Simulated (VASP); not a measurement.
# Mg2Si3N3 (P-62m) in VASP: a series of runs, part 2 of 2

VASP 6.6.1. The steps go on from the part before.

### Step 3. Single point, PBE

This run uses another cell than the first one, of 12.32 Å³/atom, 0.988 times its volume.

Contents of INCAR:

```
SYSTEM = Mg2Si3N3
PREC = Accurate
ENCUT = 600
EDIFF = 1E-6
ISMEAR = 0
SIGMA = 0.1
LREAL = .False.
LASPH = .True.
NELM = 120
ALGO = Normal
ISIF = 2
LWAVE = .False.
LCHARG = .False.
GGA = PE
NBANDS = 26
GGA_COMPAT = .False.
```

Contents of KPOINTS:

```
Automatic mesh
0
Gamma
  3 3 6
  0 0 0
```

Contents of POSCAR:

```
Mg2Si3N3
1.0
    6.4513642035      0.0000000000      0.0000000000
   -3.2256821018      5.5870452893      0.0000000000
    0.0000000000      0.0000000000      2.7340882308
Mg Si N
2 3 3
Direct
    0.6666666667      0.3333333333      0.0000000000
    0.3333333333      0.6666666667      0.0000000000
    0.0000000000      0.2033861273      0.0000000000
    0.7966138727      0.7966138727      0.0000000000
    0.2033861273      0.0000000000      0.0000000000
    0.0000000000      0.3907500851      0.5000000000
    0.6092499149      0.6092499149      0.5000000000
    0.3907500851      0.0000000000      0.5000000000
```

Potentials or basis: VASP PAW PBE potentials, release 64 (Mg, Si, N).

Started as:

```console
$ cat potpaw_PBE.64/Mg/POTCAR potpaw_PBE.64/Si/POTCAR potpaw_PBE.64/N/POTCAR > POTCAR
$ mpirun -np 1 vasp_std > vasp.out
```

OUTCAR:

```text
SYSTEM = Mg2Si3N3
   PREC = Accurate
   ENCUT = 600
   EDIFF = 1E-6
   ISMEAR = 0
   LREAL = .False.
   LASPH = .True.
   NELM = 120
   ISIF = 2
   GGA = PE

 ion  position               nearest neighbor table
   1  0.667  0.333  0.000-   6 2.42   6 2.42   8 2.42   8 2.42   7 2.42   7 2.42   3 2.67   5 2.67
                             4 2.67
   2  0.333  0.667  0.000-   8 2.42   8 2.42   6 2.42   6 2.42   7 2.42   7 2.42   5 2.67   3 2.67
                             4 2.67
   3  0.000  0.203  0.000-   6 1.82   6 1.82   4 2.27   5 2.27   1 2.67   2 2.67
   4  0.797  0.797  0.000-   7 1.82   7 1.82   5 2.27   3 2.27   2 2.67   1 2.67
   5  0.203  0.000  0.000-   8 1.82   8 1.82   4 2.27   3 2.27   2 2.67   1 2.67
   6  0.000  0.391  0.500-   3 1.82   3 1.82   1 2.42   1 2.42   2 2.42   2 2.42
   7  0.609  0.609  0.500-   4 1.82   4 1.82   2 2.42   2 2.42   1 2.42   1 2.42
   8  0.391  0.000  0.500-   5 1.82   5 1.82   2 2.42   2 2.42   1 2.42   1 2.42

  LATTYP: Found a hexagonal cell.
 ALAT       =     6.4513642035
 C/A-ratio  =     0.4238000126

  Lattice vectors:

 A1 = (   6.4513642035,   0.0000000000,   0.0000000000)
 A2 = (  -3.2256821018,   5.5870452893,   0.0000000000)
 A3 = (   0.0000000000,   0.0000000000,   2.7340882308)

Analysis of symmetry for initial positions (statically):
=====================================================================
 Subroutine PRICEL returns:
 Original cell was already a primitive cell.

 Routine SETGRP: Setting up the symmetry group for a
 hexagonal supercell.

 Subroutine GETGRP returns: Found 12 space group operations
 (whereof 12 operations were pure point group operations)
 out of a pool of 24 trial point group operations.

The static configuration has the point symmetry D_3h.

Analysis of symmetry for dynamics (positions and initial velocities):
=====================================================================
 Subroutine PRICEL returns:
 Original cell was already a primitive cell.
[... 131 lines left out ...]
   LORBIT       =      0    0 simple, 1 ext, 2 COOP (PROOUT), +10 PAW based schemes
   GGA     = PE    functional components
   LHFCALC =     F    Hartree Fock is set to
   AEXX    =    0.0000 exact exchange contribution
   IVDW    =     0    specifies the selected vdW correction
   LEPSILON=     F    determine dielectric tensor
   LRPA    =     F    only Hartree local field effects (RPA)
 non-spin polarized calculation
 Gauss-broadening in eV      SIGMA  =   0.10
  energy-cutoff  :      600.00
  volume of cell :       98.55
 maximum number of plane-waves:      3318
 NGX is ok and might be reduce to    54
   NGX = 25   NGY = 25   NGZ = 11

 number of electron      30.9999998 magnetization

 Free energy of the ion-electron system (eV)
  ---------------------------------------------------
  ext. energy  EPLUGINS =         0.00000000
  ---------------------------------------------------
  free energy    TOTEN  =       -46.41903223 eV

  energy without entropy =      -46.41443364  energy(sigma->0) =      -46.41673293

 E-fermi :   7.2693     XC(G=0): -10.5218

 val. band max:        7.2302443921   @ k =   0.0000   0.0000   0.0000
 cond. band min:       7.8159206854   @ k =   0.0000   0.0000   0.5000
 fundamental gap:      0.5856762933
 Fermi energy:         7.2693061973

 k-point     1 :       0.0000    0.0000    0.0000
  band No.  band energies     occupation
      1     -10.3065      2.00000
      2      -9.5665      2.00000
      3      -9.5665      2.00000
      4      -3.6025      2.00000
      5      -0.5266      2.00000
      6      -0.5266      2.00000
[... 337 lines left out ...]
     25      13.3960      0.00000
     26      13.3960      0.00000

------------------------ aborting loop because EDIFF is reached ----------------------------------------

  FORCE on cell =-STRESS in cart. coord.  units (eV):
  Direction    XX          YY          ZZ          XY          YZ          ZX
  --------------------------------------------------------------------------------------
  -------------------------------------------------------------------------------------
  Total       -0.3253580     -0.3253580     -0.0192269      0.0000000      0.0000000      0.0000000
  in kB       -5.2896363     -5.2896363     -0.3125886      0.0000000      0.0000000      0.0000000
  external PRESSURE =      -3.6306204 kB  Pullay stress =       0.0000000 kB

 VOLUME and BASIS-vectors are now :
 -----------------------------------------------------------------------------
  energy-cutoff  :      600.00
  volume of cell :       98.55
      direct lattice vectors                 reciprocal lattice vectors
     6.451364203  0.000000000  0.000000000     0.155005975  0.089492742  0.000000000
    -3.225682102  5.587045289  0.000000000     0.000000000  0.178985483  0.000000000
     0.000000000  0.000000000  2.734088231     0.000000000  0.000000000  0.365752644

 POSITION                                       TOTAL-FORCE (eV/Angst)
 -----------------------------------------------------------------------------------
      3.22568      1.86235      0.00000         0.000000      0.000000      0.000000
     -0.00000      3.72470      0.00000         0.000000      0.000000      0.000000
     -0.65606      1.13633      0.00000        -0.006963      0.012060      0.000000
      2.56962      4.45072      0.00000        -0.006963     -0.012060     -0.000000
      1.31212      0.00000      0.00000         0.013926      0.000000      0.000000
     -1.26044      2.18314      1.36704         0.004072     -0.007053     -0.000000
      1.96525      3.40391      1.36704         0.004072      0.007053      0.000000
      2.52087      0.00000      1.36704        -0.008145      0.000000     -0.000000
 -----------------------------------------------------------------------------------
    total drift:                               -0.000000     -0.000000      0.000000

  FREE ENERGIE OF THE ION-ELECTRON SYSTEM (eV)
  ---------------------------------------------------
  free  energy   TOTEN  =       -46.4190322272 eV

  energy  without entropy=      -46.4144336426  energy(sigma->0) =      -46.41673293
```

OSZICAR:

```text
N       E                     dE             d eps       ncg     rms          rms(c)
DAV:   1     0.119520289110E+03    0.11952E+03   -0.14471E+04   624   0.115E+03
DAV:   2    -0.402440579293E+02   -0.15976E+03   -0.14815E+03   790   0.219E+02
DAV:   3    -0.524488127626E+02   -0.12205E+02   -0.12063E+02   832   0.635E+01
DAV:   4    -0.526155529692E+02   -0.16674E+00   -0.16646E+00   718   0.790E+00
DAV:   5    -0.526176683477E+02   -0.21154E-02   -0.21140E-02   806   0.869E-01    0.157E+01
DAV:   6    -0.466875607064E+02    0.59301E+01   -0.19119E+01   754   0.256E+01    0.778E+00
DAV:   7    -0.465051067985E+02    0.18245E+00   -0.13386E+00   698   0.734E+00    0.379E+00
DAV:   8    -0.464311311355E+02    0.73976E-01   -0.28530E-01   766   0.300E+00    0.108E+00
DAV:   9    -0.464189001310E+02    0.12231E-01   -0.47200E-02   718   0.141E+00    0.370E-01
DAV:  10    -0.464189544361E+02   -0.54305E-04   -0.47209E-03   746   0.429E-01    0.161E-01
DAV:  11    -0.464190544055E+02   -0.99969E-04   -0.81994E-04   792   0.173E-01    0.616E-02
DAV:  12    -0.464190336880E+02    0.20717E-04   -0.24791E-04   752   0.866E-02    0.118E-02
DAV:  13    -0.464190322611E+02    0.14269E-05   -0.11424E-05   684   0.217E-02    0.504E-03
DAV:  14    -0.464190322272E+02    0.33931E-07   -0.25358E-06   626   0.856E-03
   1 F= -.46419032E+02 E0= -.46416733E+02  d E =-.459858E-02
```

Wall time 34 s (1 thread of Intel Xeon Platinum 8559C (Emerald Rapids), shared host); peak memory 0.25 GiB.

Results:

* Free energy: -46.4190 eV
* Pressure: -0.4 GPa
* Largest force: 0.014 eV/Å

Forces in eV/Å, atoms in the order of the input:
```
Mg   0.000  0.000  0.000
Mg   0.000  0.000  0.000
Si  -0.007  0.012  0.000
Si  -0.007 -0.012  0.000
Si   0.014  0.000  0.000
N    0.004 -0.007  0.000
N    0.004  0.007  0.000
N   -0.008  0.000  0.000
```

Caveat: the k points lie up to 0.38 Å⁻¹ apart.

### Step 4. Single point, PBE

Contents of INCAR:

```
  PREC = Accurate
  ENCUT = 600
  EDIFF = 1E-6
  ISMEAR = 0
  SIGMA = 0.2
  LREAL = F
  LASPH = T
  NELM = 120
  ALGO = Normal
  ISIF = 2
  LWAVE = F
  LCHARG = T
  GGA = PE
  LELF = T
  LVHAR = T
  NBANDS = 26
  GGA_COMPAT = F
```

Contents of KPOINTS:

```
regular mesh
0
Gamma
  3 3 5
```

Contents of POSCAR:

```
Mg2Si3N3
1.0
    6.4814645181      0.0000000000      0.0000000000
   -3.2407322591      5.6131129264      0.0000000000
    0.0000000000      0.0000000000      2.7412916907
Mg Si N
2 3 3
Direct
    0.6666666667      0.3333333333      0.0000000000
    0.3333333333      0.6666666667      0.0000000000
    0.0000000000      0.2043481952      0.0000000000
    0.7956518048      0.7956518048      0.0000000000
    0.2043481952      0.0000000000      0.0000000000
    0.0000000000      0.3876781681      0.5000000000
    0.6123218319      0.6123218319      0.5000000000
    0.3876781681      0.0000000000      0.5000000000
```

Started as:

```console
$ cat potpaw_PBE.64/Mg/POTCAR potpaw_PBE.64/Si/POTCAR potpaw_PBE.64/N/POTCAR > POTCAR
$ mpirun -np 1 vasp_std > vasp.out
```

Wall time 22 s (1 thread of Intel Xeon 6975P-C (Granite Rapids), shared host); peak memory 0.24 GiB.

Results (log left out):

```
Free energy   : -46.4274 eV
Pressure      : -0.1 GPa
Largest force : 0.036 eV/Å
```

Forces on the atoms (eV/Å):
```
Mg   0.000  0.000  0.000
Mg   0.000  0.000  0.000
Si   0.018 -0.031  0.000
Si   0.018  0.031  0.000
Si  -0.036  0.000  0.000
N   -0.017  0.029  0.000
N   -0.017 -0.029  0.000
N    0.034  0.000  0.000
```

Stress tensor (GPa, compression positive):
```
 0.12  0.00  0.00
 0.00  0.12  0.00
 0.00  0.00 -0.41
```

Levels at points of the mesh, in eV from the Fermi level:
```csv
k point,band 11,band 12,band 13,band 14,band 15,band 16,band 17,band 18,band 19,band 20
"(0.00, 0.00, 0.00)",-3.83,-3.65,-3.65,-1.71,-1.71,-0.64,2.01,2.01,3.57,3.57
```

Caveat: the k points lie up to 0.46 Å⁻¹ apart.

### Step 5. Relaxation of cell and atoms, PBE

This run uses another cell than the first one, of 13.10 Å³/atom, 1.051 times its volume.

Contents of INCAR:

```
SYSTEM = Mg2Si3N3
ALGO = Normal
EDIFF = 1E-7
EDIFFG = -0.08
ENCUT = 600
GGA = PE
GGA_COMPAT = .FALSE.
IBRION = 2
ISIF = 3
ISMEAR = 0
LASPH = .TRUE.
LCHARG = .FALSE.
LREAL = .FALSE.
LWAVE = .FALSE.
NELM = 120
NELMIN = 4
NSW = 36
PREC = Accurate
SIGMA = 0.2
```

Contents of KPOINTS:

```
k-points
0
G
  3 3 5
  0 0 0
```

Contents of POSCAR:

```
Mg2Si3N3
1.0
    6.1500000000      0.0000000000      0.0000000000
   -3.0750000000      5.3260562300      0.0000000000
    0.0000000000      0.0000000000      3.2000000000
Mg Si N
2 3 3
Direct
    0.6666666700      0.3333333300      0.0000000000
    0.3333333300      0.6666666700      0.0000000000
    0.0000000000      0.2400005000      0.0000000000
    0.7599995000      0.7599995000      0.0000000000
    0.2400005000      0.0000000000      0.0000000000
    0.0000000000      0.4000005000      0.5000000000
    0.5999995000      0.5999995000      0.5000000000
    0.4000005000      0.0000000000      0.5000000000
```

Started as:

```console
$ cat potpaw_PBE.64/Mg/POTCAR potpaw_PBE.64/Si/POTCAR potpaw_PBE.64/N/POTCAR > POTCAR
$ mpirun -np 1 vasp_std > vasp.out
```

Wall time 2 min (1 thread of Intel Xeon 6975P-C (Granite Rapids), shared host); peak memory 0.26 GiB.

The run converged. Its results:

* Free energy: -46.4335 eV
* Relaxed volume: 12.46 Å³/atom
* Relaxed cell: a = 6.483 Å, b = 6.483 Å, c = 2.739 Å, α = 90.00°, β = 90.00°, γ = 120.00°
* Space group after relaxing (to 0.05 Å): P-62m (No. 189)
* Energy gained by relaxing: 514.8 meV/atom
* Ionic steps: 9
* Pressure after relaxing: 0.0 GPa
* Largest force after relaxing: 0.006 eV/Å

Forces on the atoms (eV/Å):
```
Mg   0.000  0.000  0.000
Mg   0.000  0.000  0.000
Si   0.003 -0.005  0.000
Si   0.003  0.005  0.000
Si  -0.006  0.000  0.000
N    0.000  0.000  0.000
N    0.000  0.000  0.000
N   -0.001  0.000  0.000
```

The path:
```
step  energy change (eV)  largest force (eV/Å)  pressure (GPa)  volume (Å³)
   1              0.0000                2.8020           -0.25       104.82
   2             -3.6355                3.0197           -3.79       103.23
   3             -3.7686                2.5668           -1.58       102.56
   4             -3.1277                5.8742            0.47       100.53
   5             -4.0250                0.4205           -2.41       101.80
   6             -4.1062                0.1821            0.51        99.16
   7             -4.1173                0.1272           -0.33        99.84
   8             -4.1166                0.1970            0.36        99.50
   9             -4.1181                0.0062           -0.04        99.70
```

Final structure:
```
CELL_PARAMETERS angstrom
6.48320 0.00000 0.00000
-3.24160 5.61462 0.00000
0.00000 0.00000 2.73891
ATOMIC_POSITIONS crystal
Mg 0.66667 0.33333 0.00000
Mg 0.33333 0.66667 0.00000
Si 0.00000 0.20431 0.00000
Si 0.79569 0.79569 0.00000
Si 0.20431 0.00000 0.00000
N 0.00000 0.38800 0.50000
N 0.61200 0.61200 0.50000
N 0.38800 0.00000 0.50000
```

Levels at points of the mesh, in eV from the Fermi level:
```
           k point  band 13  band 14  band 15  band 16  band 17  band 18
(0.00, 0.00, 0.00)    -3.63    -1.72    -1.72    -0.64     2.00     2.00
```

Caveat: the k points lie up to 0.46 Å⁻¹ apart in the final cell; the relaxation stopped at a loose force limit of 0.08 eV/Å, so its end isn't a converged minimum.

### Step 6. Single point, PBE

Contents of INCAR:

```
SYSTEM = Mg2Si3N3
PREC     = Accurate       ! precision mode
ENCUT    = 600            ! plane-wave cutoff, eV
EDIFF    = 1E-6           ! SCF threshold, eV
ISMEAR   = 0              ! smearing method
SIGMA    = 0.1            ! smearing width, eV
LREAL    = .False.        ! projectors in reciprocal space
LASPH    = .True.         ! aspherical terms in the spheres
NELM     = 120            ! most SCF steps
ALGO     = Normal         ! electronic algorithm
ISIF     = 2              ! what is computed and relaxed
LWAVE    = .False.        ! write WAVECAR
LCHARG   = .False.        ! write CHGCAR
GGA      = PE             ! functional
NBANDS   = 26             ! bands
GGA_COMPAT= .False.
```

Contents of KPOINTS:

```
Automatic mesh
0
Gamma
  6 6 12
  0 0 0
```

Contents of POSCAR:

```
Mg2Si3N3
1.0
    6.4787436990      0.0000000000      0.0000000000
   -3.2393718495      5.6107566279      0.0000000000
    0.0000000000      0.0000000000      2.7405058006
Mg Si N
2 3 3
Direct
    0.6666666667      0.3333333333      0.0000000000
    0.3333333333      0.6666666667      0.0000000000
    0.0000000000      0.2039521543      0.0000000000
    0.7960478457      0.7960478457      0.0000000000
    0.2039521543      0.0000000000      0.0000000000
    0.0000000000      0.3885389372      0.5000000000
    0.6114610628      0.6114610628      0.5000000000
    0.3885389372      0.0000000000      0.5000000000
```

Potentials or basis: VASP PAW PBE potentials, release 64 (Mg, Si, N).

Started as:

```console
$ cat potpaw_PBE.64/Mg/POTCAR potpaw_PBE.64/Si/POTCAR potpaw_PBE.64/N/POTCAR > POTCAR
$ mpirun -np 1 vasp_std > vasp.out
```

It took 98 s on 1 thread of Intel Xeon 6975P-C (Granite Rapids), shared host; peak memory 0.32 GiB.

The run converged. Its results:

```yaml
Free_energy: -46.3963 eV
Pressure: -0.3 GPa
```

Stress tensor (GPa, compression positive):
```
-0.36  0.00  0.00
 0.00 -0.36  0.00
 0.00  0.00 -0.24
```

Levels at points of the mesh, in eV from the Fermi level:
```tsv
k point	band 14	band 15	band 16	band 17	band 18	band 19
(0.00, 0.00, 0.00)	-1.71	-1.71	-0.63	2.00	2.00	3.61
(0.50, 0.00, 0.00)	-2.84	-2.51	0.59	0.77	2.80	3.48
(0.00, 0.00, 0.50)	-3.26	-3.26	-1.72	-0.03	2.94	2.94
(0.50, 0.00, 0.50)	-3.19	-2.53	-1.13	1.11	1.18	1.88
```

### Step 7. Summary

```tsv
task	cell	k mesh	smearing	gap on the mesh (eV)	pressure (GPa)	largest force (eV/Å)
single point	a = 6.481, b = 6.481, c = 2.741 Å, angles 90.0, 90.0, 120.0°, 8 atoms	3 × 3 × 6	gaussian 0.1 eV	none	-0.9	0.58
single point	a = 6.451, b = 6.451, c = 2.734 Å, angles 90.0, 90.0, 120.0°, 8 atoms	3 × 3 × 6	gaussian 0.1 eV	none	-0.4	0.01
single point	a = 6.481, b = 6.481, c = 2.741 Å, angles 90.0, 90.0, 120.0°, 8 atoms	3 × 3 × 5	gaussian 0.2 eV	none	-0.1	0.04
relaxation of cell and atoms	relaxed from a = 6.150, b = 6.150, c = 3.200 Å, angles 90.0, 90.0, 120.0°, 8 atoms	3 × 3 × 5	gaussian 0.2 eV	none	0.0	0.01
single point	a = 6.479, b = 6.479, c = 2.741 Å, angles 90.0, 90.0, 120.0°, 8 atoms	6 × 6 × 12	gaussian 0.1 eV	none	-0.3	-
```

Alike in all rows: level PBE; potentials or basis VASP PAW PBE potentials, release 64 (Mg, Si, N); no spin polarisation; cutoff (eV) 600.

Caveats: some runs use coarse meshes; the relaxation stopped at a loose force limit of 0.08 eV/Å, so its end isn't a converged minimum (some runs).

Absolute energies hang on the potentials; compare differences alone.
